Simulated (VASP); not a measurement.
A run of VASP 6.6.1 is set up as follows.

File INCAR:

```
ALGO = Normal ; EDIFF = 1E-6
ENCUT = 520 ; GGA = PE
ISIF = 2 ; ISMEAR = -1
LASPH = T ; LCHARG = F
LREAL = F ; LWAVE = F
NBANDS = 21 ; NELM = 100
PREC = Accurate ; SIGMA = 0.05
```

File KPOINTS:

```
k-points
0
Gamma
  5 5 5
```

POSCAR

```
Sn
1.0
    0.0000000000      3.3315474740      3.3315474740
    3.3315474740      0.0000000000      3.3315474740
    3.3315474740      3.3315474740      0.0000000000
Sn
2
Direct
    0.7500000000      0.7500000000      0.7500000000
    0.5000000000      0.5000000000      0.5000000000
```

Potentials or basis: VASP PAW PBE potentials, release 64 (Sn_d).

Command:

```console
$ cat potpaw_PBE.64/Sn_d/POTCAR > POTCAR
$ mpirun -np 1 vasp_std > vasp.out
```

Estimate the pressure.

0.0 GPa.

Predict the band gap on the k mesh.

zero (band 14 reaches 4.94 eV, above the bottom of band 15 at 4.76 eV).

Caveat: spin-orbit coupling is left out, which moves the levels of the heavy elements.
